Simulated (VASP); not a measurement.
# Mn (P6/mmm) in VASP: further runs

Runs on Mn. Level: PBE. Tasks: relaxation of shape and atoms at fixed volume, relaxation of cell and atoms.

Everything below comes from runs of VASP 6.6.1. Logs are shortened: lines on timing, memory, paths and dates and some standing lists are left out, and cuts for length are marked.

## 1. The cell of the first run

The structure is hexagonal, space group P6/mmm (No. 191). Conventional cell: a = 3.095 Å, b = 3.095 Å, c = 1.949 Å, α = 90.00°, β = 90.00°, γ = 120.00°. Mn (site symmetry 6/mmm) has 14 Mn at 1.95 to 2.04 Å within 2.6 Å. Mn (site symmetry -6m2) has 11 Mn at 1.79 to 2.04 Å within 2.4 Å.

This isn't the form of Mn at room conditions, which is a 58-atom cubic cell.

## 2. Relaxation of shape and atoms at fixed volume, PBE, collinear spin, ferromagnetic start

Contents of INCAR:

```
ALGO = Normal
EDIFF = 1E-7
EDIFFG = -0.005
ENCUT = 600
GGA = PE
IBRION = 2
ISIF = 4
ISMEAR = -1
ISPIN = 2
LASPH = True
LCHARG = False
LMAXMIX = 4
LORBIT = 11
LREAL = False
LWAVE = False
MAGMOM = 3 3 3
NELM = 150
NSW = 50
PREC = Accurate
SIGMA = 0.05
```

Contents of KPOINTS:

```
k-points
0
Gamma
  9 9 12
```

Contents of POSCAR:

```
Mn
1.0
    3.0951740487      0.0000000000      0.0000000000
   -1.5475870244      2.6804993553      0.0000000000
    0.0000000000      0.0000000000      1.9486212618
Mn
3
Direct
    0.0000000000      0.0000000000      0.0000000000
    0.3333333333      0.6666666667      0.5000000000
    0.6666666667      0.3333333333      0.5000000000
```

Potentials or basis: VASP PAW PBE potentials, release 64 (Mn_pv).

Started as:

```console
$ cat potpaw_PBE.64/Mn_pv/POTCAR > POTCAR
$ mpirun -np 1 vasp_std > vasp.out
```

OUTCAR:

```text
EDIFF = 1E-7
   EDIFFG = -0.005
   ENCUT = 600
   GGA = PE
   IBRION = 2
   ISIF = 4
   ISMEAR = -1
   ISPIN = 2
   LASPH = True
   LORBIT = 11
   LREAL = False
   NELM = 150
   NSW = 50
   PREC = Accurate

 ion  position               nearest neighbor table
   1  0.000  0.000  0.000-   2 2.04   3 2.04   2 2.04   3 2.04   3 2.04   3 2.04   2 2.04   2 2.04
                             3 2.04   3 2.04   2 2.04   2 2.04
   2  0.333  0.667  0.500-   3 1.79   3 1.79   3 1.79   1 2.04   1 2.04   1 2.04   1 2.04   1 2.04
                             1 2.04   3 2.64   3 2.64   3 2.64   3 2.64   3 2.64   3 2.64
   3  0.667  0.333  0.500-   2 1.79   2 1.79   2 1.79   1 2.04   1 2.04   1 2.04   1 2.04   1 2.04
                             1 2.04   2 2.64   2 2.64   2 2.64   2 2.64   2 2.64   2 2.64

  LATTYP: Found a hexagonal cell.
 ALAT       =     3.0951740487
 C/A-ratio  =     0.6295675885

  Lattice vectors:

 A1 = (   3.0951740487,   0.0000000000,   0.0000000000)
 A2 = (  -1.5475870244,   2.6804993553,   0.0000000000)
 A3 = (   0.0000000000,   0.0000000000,   1.9486212618)

Analysis of symmetry for initial positions (statically):
=====================================================================
 Subroutine PRICEL returns:
 Original cell was already a primitive cell.

 Routine SETGRP: Setting up the symmetry group for a
 hexagonal supercell.

 Subroutine GETGRP returns: Found 24 space group operations
 (whereof 24 operations were pure point group operations)
 out of a pool of 24 trial point group operations.

The static configuration has the point symmetry D_6h.

Analysis of symmetry for dynamics (positions and initial velocities):
=====================================================================
 Subroutine PRICEL returns:
 Original cell was already a primitive cell.

 Routine SETGRP: Setting up the symmetry group for a
 hexagonal supercell.

 Subroutine GETGRP returns: Found 24 space group operations
 (whereof 24 operations were pure point group operations)
 out of a pool of 24 trial point group operations.

The dynamic configuration has the point symmetry D_6h.

Analysis of structural, dynamic, and magnetic symmetry:
=====================================================================
 Subroutine PRICEL returns:
 Original cell was already a primitive cell.

 Routine SETGRP: Setting up the symmetry group for a
 hexagonal supercell.

 Subroutine GETGRP returns: Found 24 space group operations
 (whereof 24 operations were pure point group operations)
 out of a pool of 24 trial point group operations.

The overall configuration has the point symmetry D_6h.

 Subroutine INISYM returns: Found 24 space group operations
 (whereof 24 operations are pure point group operations),
 and found     1 'primitive' translations

----------------------------------------------------------------------------------------

                                     Primitive cell

  volume of cell :      16.1670

  direct lattice vectors                    reciprocal lattice vectors
     3.095174049  0.000000000  0.000000000     0.323083608  0.186532408  0.000000000
    -1.547587024  2.680499355  0.000000000     0.000000000  0.373064816  0.000000000
     0.000000000  0.000000000  1.948621262     0.000000000  0.000000000  0.513183357

  length of vectors
     3.095174049  3.095174049  1.948621262     0.373064816  0.373064816  0.513183357

  position of ions in fractional coordinates (direct lattice)
     0.000000000  0.000000000  0.000000000
     0.333333333  0.666666667  0.500000000
     0.666666667  0.333333333  0.500000000

  ion indices of the primitive-cell ions
   primitive index   ion index
                 1           1
                 2           2
                 3           3

----------------------------------------------------------------------------------------

 KPOINTS: k-points

Automatic generation of k-mesh.
 Grid dimensions read from file:
 generate k-points for:    9    9   12

 Generating k-lattice:

  Cartesian coordinates                     Fractional coordinates (reciprocal lattice)
     0.035898179  0.020725823  0.000000000     0.111111111  0.000000000  0.000000000
     0.000000000  0.041451646  0.000000000     0.000000000  0.111111111  0.000000000
     0.000000000  0.000000000  0.042765280     0.000000000  0.000000000  0.083333333

  Length of vectors
     0.041451646  0.041451646  0.042765280

  Shift w.r.t. Gamma in fractional coordinates (k-lattice)
     0.000000000  0.000000000  0.000000000

 Subroutine IBZKPT returns following result:
 ===========================================

 Found     84 irreducible k-points:

 Following reciprocal coordinates:
            Coordinates               Weight
  0.000000  0.000000  0.000000      1.000000
  0.111111  0.000000  0.000000      6.000000
  0.222222  0.000000  0.000000      6.000000
  0.333333  0.000000  0.000000      6.000000
  0.444444  0.000000  0.000000      6.000000
  0.111111  0.111111  0.000000      6.000000
[... 16 lines left out ...]
  0.333333  0.222222  0.083333     24.000000
  0.333333  0.333333  0.083333      4.000000
 [... further k-points ...]
   k-points           NKPTS =     84   k-points in BZ     NKDIM =     84   number of bands    NBANDS=     28
   number of dos      NEDOS =    301   number of ions     NIONS =      3
   total plane-waves  NPLWV =  12544
   dimension x,y,z NGX =    28 NGY =   28 NGZ =   16
   dimension x,y,z NGXF=    56 NGYF=   56 NGZF=   32
   ions per type =               3
   NGX,Y,Z   is equivalent  to a cutoff of  15.04, 15.04, 13.65 a.u.
   NGXF,Y,Z  is equivalent  to a cutoff of  30.08, 30.08, 27.30 a.u.
 SYSTEM =  unknown system
   PREC   = accura    normal or accurate (medium, high low for compatibility)
   ISTART =      0    job   : 0-new  1-cont  2-samecut
   ICHARG =      2    charge: 1-file 2-atom 10-const
   ISPIN  =      2    spin polarized calculation?
   LNONCOLLINEAR =      F non collinear calculations
   LSORBIT =      F    spin-orbit coupling
   LASPH  =      T    aspherical Exc in radial PAW
   ENCUT  =  600.0 eV  44.10 Ry    6.64 a.u.   6.18  6.18  3.89*2*pi/ulx,y,z
   NELM   =    150;   NELMIN=  2; NELMDL= -5     # of ELM steps
   EDIFF  = 0.1E-06   stopping-criterion for ELM
   LREAL  =      F    real-space projection
   EDIFFG = -.5E-02   stopping-criterion for IOM
   NSW    =     50    number of steps for IOM
   IBRION =      2    ionic relax: 0-MD 1-quasi-New 2-CG
   NFREE  =      1    steps in history (QN), initial steepest desc. (CG)
   ISIF   =      4    stress and relaxation
   ISYM   =      2    0-nonsym 1-usesym 2-fastsym
   POTIM  = 0.5000    time-step for ionic-motion
   TEBEG  =    0.0;   TEEND  =   0.0 temperature during run
   PSTRESS=    0.0 pullay stress
   NELECT =      39.0000    total number of electrons
   NUPDOWN=      -1.0000    fix difference up-down
   EMIN   =  10.00;   EMAX   =-10.00  energy-range for DOS
   EFERMI =   0.00;   METHOD = LEGACY
   ISMEAR =    -1;   SIGMA  =   0.05  broadening in eV -4-tet -1-fermi 0-gaus
   EFERMI_NEDOS =   21; number of points for ismear=-14 and -15
   IALGO  =     38    algorithm
   IMIX   =      4    mixing-type and parameters
     AMIX     =   0.40;   BMIX     =  1.00
     AMIX_MAG =   1.60;   BMIX_MAG =  1.00
  volume/ion in A,a.u.               =       5.39        36.37
  Fermi-wavevector in a.u.,A,eV,Ry     =   2.195602  4.149086 65.589175  4.820668
  Thomas-Fermi vector in A             =   3.159590
   LORBIT       =     11    0 simple, 1 ext, 2 COOP (PROOUT), +10 PAW based schemes
   GGA     = PE    functional components
   LHFCALC =     F    Hartree Fock is set to
   AEXX    =    0.0000 exact exchange contribution
   IVDW    =     0    specifies the selected vdW correction
   LEPSILON=     F    determine dielectric tensor
   LRPA    =     F    only Hartree local field effects (RPA)
 conjugate gradient relaxation of ions
 spin polarized calculation
  energy-cutoff  :      600.00
  volume of cell :       16.17
 maximum number of plane-waves:       556
 NGX is ok and might be reduce to    28
   NGX = 13   NGY = 13   NGZ =  7

--------------------------------------- Ionic step        1  -------------------------------------------

 number of electron      38.9999981 magnetization      -0.0000076

 number of electron      38.9999981 magnetization       0.0000017

 Free energy of the ion-electron system (eV)
  ---------------------------------------------------
  ext. energy  EPLUGINS =         0.00000000
  ---------------------------------------------------
  free energy    TOTEN  =        -3.05572526 eV

  energy without entropy =       -3.04530370  energy(sigma->0) =       -3.05051448

------------------------ aborting loop because EDIFF is reached ----------------------------------------

  FORCE on cell =-STRESS in cart. coord.  units (eV):
  Direction    XX          YY          ZZ          XY          YZ          ZX
  --------------------------------------------------------------------------------------
  -------------------------------------------------------------------------------------
  Total       91.0957866     91.0957866     82.1560967     -0.0000000      0.0000000      0.0000000
  in kB     9027.7734709   9027.7734708   8141.8324451     -0.0000002      0.0000000      0.0000000
  external PRESSURE =    8732.4597956 kB  Pullay stress =       0.0000000 kB
[... 102 lines left out ...]
--------------------------------------- Ionic step        4  -------------------------------------------

 number of electron      39.0000006 magnetization      -0.0000001

 number of electron      39.0000006 magnetization       0.0000000

 Free energy of the ion-electron system (eV)
  ---------------------------------------------------
  ext. energy  EPLUGINS =         0.00000000
  ---------------------------------------------------
  free energy    TOTEN  =        -3.14601051 eV

  energy without entropy =       -3.13325860  energy(sigma->0) =       -3.13963456

 E-fermi :  24.2065     XC(G=0): -18.7117

 val. band max:       24.2051046527   @ k =   0.2222   0.1111   0.1667
 cond. band min:      24.2119632458   @ k =   0.2222   0.2222   0.0833
 fundamental gap:      0.0068585930
 Fermi energy:        24.2065000821

 spin component 1

 k-point     1 :       0.0000    0.0000    0.0000
  band No.  band energies     occupation
      1     -27.1684      1.00000
      2     -27.1684      1.00000
      3     -25.9041      1.00000
      4     -25.9041      1.00000
      5     -23.8260      1.00000
      6     -22.5116      1.00000
[... 733 lines left out ...]
     27      29.0737      0.00000
     28      46.9698      0.00000

 [... further k-points ...]

 spin component 2

 k-point     1 :       0.0000    0.0000    0.0000
  band No.  band energies     occupation
      1     -27.1684      1.00000
      2     -27.1684      1.00000
      3     -25.9041      1.00000
      4     -25.9041      1.00000
      5     -23.8260      1.00000
      6     -22.5116      1.00000
[... 765 lines left out ...]
  FREE ENERGIE OF THE ION-ELECTRON SYSTEM (eV)
  ---------------------------------------------------
  free  energy   TOTEN  =        -3.1460105125 eV

  energy  without entropy=       -3.1332586010  energy(sigma->0) =       -3.13963456

 reached required accuracy - stopping structural energy minimisation

 total charge

# of ion       s       p       d       tot
------------------------------------------
    1        0.776   7.051   6.610  14.437
    2        0.798   7.059   6.670  14.527
    3        0.798   7.059   6.670  14.527
--------------------------------------------------
tot          2.372  21.169  19.951  43.492

 magnetization (x)

# of ion       s       p       d       tot
------------------------------------------
    1        0.000   0.000   0.000   0.000
    2        0.000   0.000  -0.000   0.000
    3        0.000   0.000  -0.000   0.000
--------------------------------------------------
tot          0.000   0.000  -0.000   0.000
```

It took 2.3 min on 1 thread of Intel Xeon 6975P-C (Granite Rapids), shared host; peak memory 0.19 GiB.

The run converged, but its numbers aren't listed here, since they failed a check.

Caveat: atoms lie so close that the PAW spheres overlap strongly, which falsifies energies and pressures; the moments typed at the start vanished in this run.

## 3. Relaxation of shape and atoms at fixed volume, PBE, collinear spin, ferromagnetic start

This run uses another cell than the first one, of 6.25 Å³/atom.

INCAR is that of step 2.

KPOINTS is that of step 2.

Contents of POSCAR:

```
Mn
1.0
    3.2521537691      0.0000000000      0.0000000000
   -1.6260768846      2.8164477811      0.0000000000
    0.0000000000      0.0000000000      2.0474506058
Mn
3
Direct
    0.0000000000      0.0000000000      0.0000000000
    0.3333333333      0.6666666667      0.5000000000
    0.6666666667      0.3333333333      0.5000000000
```

Potentials or basis: VASP PAW PBE potentials, release 64 (Mn_pv).

Started as:

```console
$ cat potpaw_PBE.64/Mn_pv/POTCAR > POTCAR
$ mpirun -np 1 vasp_std > vasp.out
```

Run time: 2.3 min. Hardware: 1 thread of Intel Xeon 6975P-C (Granite Rapids), shared host; peak memory 0.2 GiB.

It converged, with:

| Item | Value |
| --- | --- |
| Free energy | -13.8536 eV |
| Energy gained by relaxing | 13.8 meV/atom |
| Ionic steps | 4 |
| Pressure after relaxing | 494.0 GPa |
| Net moment | 0.00 μB per cell |

The path:
```
step  energy change (eV)  largest force (eV/Å)  pressure (GPa)  volume (Å³)
   1              0.0000                0.0000          496.40        18.75
   2              0.2464                0.0000          496.10        18.75
   3             -0.0413                0.0000          493.96        18.75
   4             -0.0413                0.0000          493.98        18.75
```

Final structure:
```xyz
3
Lattice="3.2780 0.0000 0.0000 -1.6390 2.8389 0.0000 0.0000 0.0000 2.0153" Properties=species:S:1:pos:R:3 pbc="T T T"
Mn    0.0000    0.0000    0.0000
Mn    0.0000    1.8926    1.0076
Mn    1.6390    0.9463    1.0076
```

Levels at points of the mesh, in eV from the Fermi level:
Spin up:
```
           k point  band 16  band 17  band 18  band 19  band 20  band 21  band 22  band 23
(0.00, 0.00, 0.00)    -3.58    -2.84    -1.62    -1.62    -0.45    -0.45    -0.22    -0.22
(0.00, 0.00, 0.50)    -1.90    -1.90    -1.27    -1.27     2.62     2.62     3.41     3.41
```
Spin down:
| k point | band 15 | band 16 | band 17 | band 18 | band 19 | band 20 | band 21 | band 22 | band 23 | band 24 |
| --- | --- | --- | --- | --- | --- | --- | --- | --- | --- | --- |
| (0.00, 0.00, 0.00) | -3.83 | -3.58 | -2.84 | -1.62 | -1.62 | -0.45 | -0.45 | -0.22 | -0.22 | 3.96 |
| (0.00, 0.00, 0.50) | -3.26 | -1.90 | -1.90 | -1.27 | -1.27 | 2.62 | 2.62 | 3.41 | 3.41 | 5.00 |

Caveat: atoms lie so close that the PAW spheres overlap strongly, which falsifies energies and pressures; the moments typed at the start vanished in this run.

## 4. Relaxation of cell and atoms, PBE, collinear spin, ferromagnetic start

This run uses another cell than the first one, of 11.04 Å³/atom.

Contents of INCAR:

```
SYSTEM = Mn
  ALGO = Normal
  EDIFF = 1E-6
  EDIFFG = -0.005
  ENCUT = 600
  GGA = PE
  IBRION = 2
  ISIF = 3
  ISMEAR = -1
  ISPIN = 2
  LASPH = .True.
  LCHARG = .False.
  LMAXMIX = 4
  LORBIT = 11
  LREAL = .False.
  LWAVE = .False.
  MAGMOM = 3 3 3
  NELM = 150
  NSW = 60
  PREC = Accurate
  SIGMA = 0.05
```

Contents of KPOINTS:

```
k-points
0
Gamma
  9 9 12
  0 0 0
```

Contents of POSCAR:

```
Mn
1.0
    3.9510229798      0.0000000000      0.0000000000
   -1.9755114899      3.4216862715      0.0000000000
    0.0000000000      0.0000000000      2.4496342475
Mn
3
Direct
    0.0000000000      0.0000000000      0.0000000000
    0.3333333333      0.6666666667      0.5000000000
    0.6666666667      0.3333333333      0.5000000000
```

Started as:

```console
$ cat potpaw_PBE.64/Mn_pv/POTCAR > POTCAR
$ mpirun -np 1 vasp_std > vasp.out
```

It took 12 min on 1 thread of Intel Xeon 8259CL, shared host; peak memory 0.23 GiB.

Results (log left out):

```yaml
Free_energy: -26.7140 eV
Relaxed_volume: 10.78 Å³/atom
Relaxed_cell: a = 3.900 Å, b = 3.900 Å, c = 2.455 Å, α = 90.00°, β = 90.00°, γ = 120.00°
Space_group_after_relaxing_to_0.1_Å: P6/mmm (No. 191)
Energy_gained_by_relaxing: 7.3 meV/atom
Ionic_steps: 12
Pressure_after_relaxing: 0.0 GPa
Net_moment: 0.00 μB per cell
Valence_electrons_inside_the_program's_atomic_spheres: Mn 11.93, 12.04 (each value once)
```

The path:
```
step  energy change (eV)  largest force (eV/Å)  pressure (GPa)  volume (Å³)
   1              0.0000                0.0000           -6.27        33.12
   2              0.0231                0.0000           11.80        31.09
   3             -0.0207                0.0000            0.40        32.27
   4             -0.0207                0.0000            0.59        32.25
   5             -0.0219                0.0000            0.14        32.33
   6             -0.0220                0.0000            0.16        32.32
   7             -0.0220                0.0000            0.11        32.32
   8             -0.0220                0.0000            0.11        32.32
   9             -0.0220                0.0000            0.06        32.32
  10             -0.0220                0.0000           -0.08        32.34
  11             -0.0220                0.0000           -0.05        32.33
  12             -0.0220                0.0000            0.01        32.33
```

Final structure:
```cif
data_structure
_symmetry_space_group_name_H-M 'P 1'
_symmetry_Int_Tables_number 1
_cell_length_a 3.8996
_cell_length_b 3.8996
_cell_length_c 2.4547
_cell_angle_alpha 90.000
_cell_angle_beta 90.000
_cell_angle_gamma 120.000
_cell_volume 32.33
loop_
_atom_site_label
_atom_site_type_symbol
_atom_site_fract_x
_atom_site_fract_y
_atom_site_fract_z
_atom_site_occupancy
Mn1 Mn 0.00000 0.00000 0.00000 1
Mn2 Mn 0.33333 0.66667 0.50000 1
Mn3 Mn 0.66667 0.33333 0.50000 1
```

Levels at points of the mesh, in eV from the Fermi level:
Spin up:
```csv
k point,band 15,band 16,band 17,band 18,band 19,band 20,band 21,band 22,band 23,band 24
"(0.00, 0.00, 0.00)",-2.18,-1.68,-1.10,-0.53,-0.53,-0.11,-0.11,0.00,0.00,1.94
"(0.00, 0.00, 0.50)",-2.90,-0.71,-0.71,-0.61,-0.61,1.40,1.40,1.78,1.78,2.37
```
Spin down:
```csv
k point,band 15,band 16,band 17,band 18,band 19,band 20,band 21,band 22,band 23,band 24
"(0.00, 0.00, 0.00)",-2.18,-1.68,-1.10,-0.53,-0.53,-0.11,-0.11,0.00,0.00,1.94
"(0.00, 0.00, 0.50)",-2.90,-0.71,-0.71,-0.61,-0.61,1.40,1.40,1.78,1.78,2.37
```

Caveat: the moments typed at the start vanished in this run.
